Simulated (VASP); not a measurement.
# Pd (P6/mmm) in VASP: a series of runs

The runs below take Pd through single point, with LDA.

Program: VASP 6.6.1. These are calculated values, not measurements. Logs are shortened: lines on timing, memory, paths and dates and some standing lists are left out, and cuts for length are marked.

## Step 1: The cell of the first run

The structure is hexagonal, space group P6/mmm (No. 191). The conventional cell has a = 4.386 Å, b = 4.386 Å, c = 2.602 Å, α = 90.00°, β = 90.00°, γ = 120.00°. Within 3.4 Å of Pd (site symmetry 6/mmm) lie 14 Pd at 2.60 to 2.85 Å. Pd (site symmetry -6m2) has 11 Pd at 2.53 to 2.85 Å within 3.3 Å.

This isn't the form of Pd at room conditions, which is fcc.

## Step 2: Single point, LDA, collinear spin

Contents of INCAR:

```
PREC     = Accurate       # precision mode
ENCUT    = 520            # plane-wave cutoff, eV
EDIFF    = 1E-6           # SCF threshold, eV
ISMEAR   = -1             # smearing method
SIGMA    = 0.05           # smearing width, eV
LREAL    = False          # projectors in reciprocal space
LASPH    = True           # aspherical terms in the spheres
NELM     = 150            # most SCF steps
ALGO     = Normal         # electronic algorithm
ISIF     = 2              # what is computed and relaxed
LWAVE    = False          # write WAVECAR
LCHARG   = False          # write CHGCAR
ISPIN    = 2              # spin polarisation
MAGMOM   = 0.5 0.5 0.5    # initial moments
LORBIT   = 11             # projections on sites
LMAXMIX  = 4              # l up to which the mixer works
NBANDS   = 26             # bands
```

Contents of KPOINTS:

```
Automatic mesh
0
Gamma
  8 8 12
```

Contents of POSCAR:

```
Pd
1.0
    4.3857618788      0.0000000000      0.0000000000
   -2.1928809394      3.7981812020      0.0000000000
    0.0000000000      0.0000000000      2.6023295583
Pd
3
Direct
    0.0000000000      1.0000000000      0.0000000000
    0.3333333333      0.6666666667      0.5000000000
    0.6666666667      0.3333333333      0.5000000000
```

Potentials or basis: VASP PAW LDA potentials, release 64 (Pd).

On the command line:

```sh
$ cat potpaw_LDA.64/Pd/POTCAR > POTCAR
$ mpirun -np 1 vasp_std > vasp.out
```

OUTCAR:

```text
PREC = Accurate
   ENCUT = 520
   EDIFF = 1E-6
   ISMEAR = -1
   LREAL = False
   LASPH = True
   NELM = 150
   ISIF = 2
   ISPIN = 2
   LORBIT = 11

 ion  position               nearest neighbor table
   1  0.000  0.000  0.000-   2 2.85   3 2.85   2 2.85   3 2.85   3 2.85   3 2.85   2 2.85   2 2.85
                             3 2.85   3 2.85   2 2.85   2 2.85
   2  0.333  0.667  0.500-   3 2.53   3 2.53   3 2.53   1 2.85   1 2.85   1 2.85   1 2.85   1 2.85
                             1 2.85
   3  0.667  0.333  0.500-   2 2.53   2 2.53   2 2.53   1 2.85   1 2.85   1 2.85   1 2.85   1 2.85
                             1 2.85

  LATTYP: Found a hexagonal cell.
 ALAT       =     4.3857618788
 C/A-ratio  =     0.5933586068

  Lattice vectors:

 A1 = (   4.3857618788,   0.0000000000,   0.0000000000)
 A2 = (  -2.1928809394,   3.7981812020,   0.0000000000)
 A3 = (   0.0000000000,   0.0000000000,   2.6023295583)

Analysis of symmetry for initial positions (statically):
=====================================================================
 Subroutine PRICEL returns:
 Original cell was already a primitive cell.

 Routine SETGRP: Setting up the symmetry group for a
 hexagonal supercell.

 Subroutine GETGRP returns: Found 24 space group operations
 (whereof 24 operations were pure point group operations)
 out of a pool of 24 trial point group operations.

The static configuration has the point symmetry D_6h.

Analysis of symmetry for dynamics (positions and initial velocities):
=====================================================================
 Subroutine PRICEL returns:
 Original cell was already a primitive cell.

 Routine SETGRP: Setting up the symmetry group for a
 hexagonal supercell.

 Subroutine GETGRP returns: Found 24 space group operations
 (whereof 24 operations were pure point group operations)
 out of a pool of 24 trial point group operations.

The dynamic configuration has the point symmetry D_6h.

Analysis of structural, dynamic, and magnetic symmetry:
=====================================================================
 Subroutine PRICEL returns:
 Original cell was already a primitive cell.

 Routine SETGRP: Setting up the symmetry group for a
 hexagonal supercell.

 Subroutine GETGRP returns: Found 24 space group operations
 (whereof 24 operations were pure point group operations)
 out of a pool of 24 trial point group operations.

The overall configuration has the point symmetry D_6h.

 Subroutine INISYM returns: Found 24 space group operations
 (whereof 24 operations are pure point group operations),
 and found     1 'primitive' translations

----------------------------------------------------------------------------------------

                                     Primitive cell

  volume of cell :      43.3494

  direct lattice vectors                    reciprocal lattice vectors
     4.385761879  0.000000000  0.000000000     0.228010555  0.131641955  0.000000000
    -2.192880939  3.798181202  0.000000000     0.000000000  0.263283911  0.000000000
     0.000000000  0.000000000  2.602329558     0.000000000  0.000000000  0.384271084

  length of vectors
     4.385761879  4.385761879  2.602329558     0.263283911  0.263283911  0.384271084

  position of ions in fractional coordinates (direct lattice)
     0.000000000  0.000000000  0.000000000
     0.333333333  0.666666667  0.500000000
     0.666666667  0.333333333  0.500000000

  ion indices of the primitive-cell ions
   primitive index   ion index
                 1           1
                 2           2
                 3           3

----------------------------------------------------------------------------------------

 KPOINTS: Automatic mesh

Automatic generation of k-mesh.
 Grid dimensions read from file:
 generate k-points for:    8    8   12

 Generating k-lattice:

  Cartesian coordinates                     Fractional coordinates (reciprocal lattice)
     0.028501319  0.016455244  0.000000000     0.125000000  0.000000000  0.000000000
     0.000000000  0.032910489  0.000000000     0.000000000  0.125000000  0.000000000
     0.000000000  0.000000000  0.032022590     0.000000000  0.000000000  0.083333333

  Length of vectors
     0.032910489  0.032910489  0.032022590

  Shift w.r.t. Gamma in fractional coordinates (k-lattice)
     0.000000000  0.000000000  0.000000000

 Subroutine IBZKPT returns following result:
 ===========================================

 Found     70 irreducible k-points:

 Following reciprocal coordinates:
            Coordinates               Weight
  0.000000  0.000000  0.000000      1.000000
  0.125000 -0.000000  0.000000      6.000000
  0.250000 -0.000000  0.000000      6.000000
  0.375000 -0.000000  0.000000      6.000000
  0.500000 -0.000000  0.000000      3.000000
  0.125000  0.125000  0.000000      6.000000
[... 16 lines left out ...]
  0.250000 -0.000000  0.166667     12.000000
  0.375000 -0.000000  0.166667     12.000000
 [... further k-points ...]
   k-points           NKPTS =     70   k-points in BZ     NKDIM =     70   number of bands    NBANDS=     26
   number of dos      NEDOS =    301   number of ions     NIONS =      3
   total plane-waves  NPLWV =  25920
   dimension x,y,z NGX =    36 NGY =   36 NGZ =   20
   dimension x,y,z NGXF=    72 NGYF=   72 NGZF=   40
   ions per type =               3
   NGX,Y,Z   is equivalent  to a cutoff of  13.65, 13.65, 12.78 a.u.
   NGXF,Y,Z  is equivalent  to a cutoff of  27.29, 27.29, 25.55 a.u.
 SYSTEM =  unknown system
   PREC   = accura    normal or accurate (medium, high low for compatibility)
   ISTART =      0    job   : 0-new  1-cont  2-samecut
   ICHARG =      2    charge: 1-file 2-atom 10-const
   ISPIN  =      2    spin polarized calculation?
   LNONCOLLINEAR =      F non collinear calculations
   LSORBIT =      F    spin-orbit coupling
   LASPH  =      T    aspherical Exc in radial PAW
   ENCUT  =  520.0 eV  38.22 Ry    6.18 a.u.   8.15  8.15  4.84*2*pi/ulx,y,z
   NELM   =    150;   NELMIN=  2; NELMDL= -5     # of ELM steps
   EDIFF  = 0.1E-05   stopping-criterion for ELM
   LREAL  =      F    real-space projection
   EDIFFG = 0.1E-04   stopping-criterion for IOM
   NSW    =      0    number of steps for IOM
   IBRION =     -1    ionic relax: 0-MD 1-quasi-New 2-CG
   NFREE  =      0    steps in history (QN), initial steepest desc. (CG)
   ISIF   =      2    stress and relaxation
   ISYM   =      2    0-nonsym 1-usesym 2-fastsym
   POTIM  = 0.5000    time-step for ionic-motion
   TEBEG  =    0.0;   TEEND  =   0.0 temperature during run
   PSTRESS=    0.0 pullay stress
   NELECT =      30.0000    total number of electrons
   NUPDOWN=      -1.0000    fix difference up-down
   EMIN   =  10.00;   EMAX   =-10.00  energy-range for DOS
   EFERMI =   0.00;   METHOD = LEGACY
   ISMEAR =    -1;   SIGMA  =   0.05  broadening in eV -4-tet -1-fermi 0-gaus
   EFERMI_NEDOS =   21; number of points for ismear=-14 and -15
   IALGO  =     38    algorithm
   IMIX   =      4    mixing-type and parameters
     AMIX     =   0.40;   BMIX     =  1.00
     AMIX_MAG =   1.60;   BMIX_MAG =  1.00
  volume/ion in A,a.u.               =      14.45        97.51
  Fermi-wavevector in a.u.,A,eV,Ry     =   1.448063  2.736443 28.529888  2.096888
  Thomas-Fermi vector in A             =   2.565947
   LORBIT       =     11    0 simple, 1 ext, 2 COOP (PROOUT), +10 PAW based schemes
   GGA     = CA    functional components
   LHFCALC =     F    Hartree Fock is set to
   AEXX    =    0.0000 exact exchange contribution
   IVDW    =     0    specifies the selected vdW correction
   LEPSILON=     F    determine dielectric tensor
   LRPA    =     F    only Hartree local field effects (RPA)
 spin polarized calculation
  energy-cutoff  :      520.00
  volume of cell :       43.35
 maximum number of plane-waves:      1186
 NGX is ok and might be reduce to    36
   NGX = 17   NGY = 17   NGZ =  9

 number of electron      30.0000015 magnetization       0.2078482

 number of electron      30.0000015 magnetization      -0.0020602

 Free energy of the ion-electron system (eV)
  ---------------------------------------------------
  ext. energy  EPLUGINS =         0.00000000
  ---------------------------------------------------
  free energy    TOTEN  =       -19.12860686 eV

  energy without entropy =      -19.08035382  energy(sigma->0) =      -19.10448034

 E-fermi :   9.9522     XC(G=0): -13.6306

 val. band max:        9.9425363771   @ k =   0.3750   0.2500   0.4167
 cond. band min:       9.9534300265   @ k =   0.3750   0.2500   0.5000
 fundamental gap:      0.0108936493
 Fermi energy:         9.9522430282

 spin component 1

 k-point     1 :       0.0000    0.0000    0.0000
  band No.  band energies     occupation
      1       2.5660      1.00000
      2       4.4822      1.00000
      3       6.0598      1.00000
      4       6.5155      1.00000
      5       6.5328      1.00000
      6       6.5328      1.00000
[... 18 lines left out ...]
     25      30.3729      0.00000
     26      30.3729      0.00000

 k-point     2 :       0.1250   -0.0000    0.0000
  band No.  band energies     occupation
      1       2.7659      1.00000
      2       4.5462      1.00000
      3       5.7967      1.00000
      4       6.0154      1.00000
      5       6.1203      1.00000
      6       6.4784      1.00000
[... 18 lines left out ...]
     25      29.7401      0.00000
[... 608 lines left out ...]
     25      27.9272      0.00000
     26      29.6812      0.00000

 k-point    24 :       0.3750   -0.0000    0.1667
  band No.  band energies     occupation
      1       4.6677      1.00000
      2       4.9157      1.00000
      3       5.6747      1.00000
      4       5.7966      1.00000
      5       5.9397      1.00000
      6       6.5421      1.00000
[... 18 lines left out ...]
     25      27.1813      0.00000
     26      28.9994      0.00000

 [... further k-points ...]

 spin component 2

 k-point     1 :       0.0000    0.0000    0.0000
  band No.  band energies     occupation
      1       2.5660      1.00000
      2       4.4820      1.00000
      3       6.0597      1.00000
      4       6.5153      1.00000
      5       6.5326      1.00000
      6       6.5326      1.00000
[... 18 lines left out ...]
     25      30.3728      0.00000
     26      30.3728      0.00000

 k-point     2 :       0.1250   -0.0000    0.0000
  band No.  band energies     occupation
      1       2.7659      1.00000
      2       4.5460      1.00000
      3       5.7965      1.00000
      4       6.0153      1.00000
      5       6.1200      1.00000
      6       6.4782      1.00000
[... 18 lines left out ...]
     25      29.7400      0.00000
[... 608 lines left out ...]
     25      27.9272      0.00000
     26      29.6812      0.00000

 k-point    24 :       0.3750   -0.0000    0.1667
  band No.  band energies     occupation
      1       4.6676      1.00000
      2       4.9154      1.00000
      3       5.6745      1.00000
      4       5.7963      1.00000
      5       5.9395      1.00000
      6       6.5419      1.00000
[... 18 lines left out ...]
     25      27.1812      0.00000
     26      29.0049      0.00000

 [... further k-points ...]
[... 5 lines left out ...]
  --------------------------------------------------------------------------------------
  -------------------------------------------------------------------------------------
  Total        0.0338734      0.0338734      0.0535592      0.0000000      0.0000000      0.0000000
  in kB        1.2519473      1.2519473      1.9795274      0.0000000      0.0000000      0.0000000
  external PRESSURE =       1.4944740 kB  Pullay stress =       0.0000000 kB

 VOLUME and BASIS-vectors are now :
 -----------------------------------------------------------------------------
  energy-cutoff  :      520.00
  volume of cell :       43.35
      direct lattice vectors                 reciprocal lattice vectors
     4.385761879  0.000000000  0.000000000     0.228010555  0.131641955  0.000000000
    -2.192880939  3.798181202  0.000000000     0.000000000  0.263283911  0.000000000
     0.000000000  0.000000000  2.602329558     0.000000000  0.000000000  0.384271084

 POSITION                                       TOTAL-FORCE (eV/Angst)
 -----------------------------------------------------------------------------------
      0.00000      0.00000      0.00000         0.000000      0.000000      0.000000
     -0.00000      2.53212      1.30116        -0.000000     -0.000000     -0.000000
      2.19288      1.26606      1.30116         0.000000      0.000000      0.000000
 -----------------------------------------------------------------------------------
    total drift:                                0.000000      0.000000     -0.000000

  FREE ENERGIE OF THE ION-ELECTRON SYSTEM (eV)
  ---------------------------------------------------
  free  energy   TOTEN  =       -19.1286068575 eV

  energy  without entropy=      -19.0803538195  energy(sigma->0) =      -19.10448034

 total charge

# of ion       s       p       d       tot
------------------------------------------
    1        0.482   0.475   8.495   9.451
    2        0.522   0.523   8.502   9.547
    3        0.522   0.523   8.502   9.547
--------------------------------------------------
tot          1.527   1.521  25.498  28.545

 magnetization (x)

# of ion       s       p       d       tot
------------------------------------------
    1        0.000   0.000  -0.000  -0.000
    2       -0.000   0.000  -0.000  -0.000
    3       -0.000   0.000  -0.000  -0.000
--------------------------------------------------
tot         -0.000   0.000  -0.001  -0.001
```

Wall time 77 s (1 thread of AMD EPYC 9R45 (Zen 5), shared host); peak memory 0.2 GiB.

What came out:

| Property | Result |
| --- | --- |
| Free energy | -19.1286 eV |
| Pressure | 0.1 GPa |
| Band gap on the k mesh | zero (filled and empty bands overlap) |
| Net moment | 0.00 μB per cell |
| Valence electrons inside the program's atomic spheres | Pd 9.45, 9.55 (each value once) |

[end of part 1 of 2]
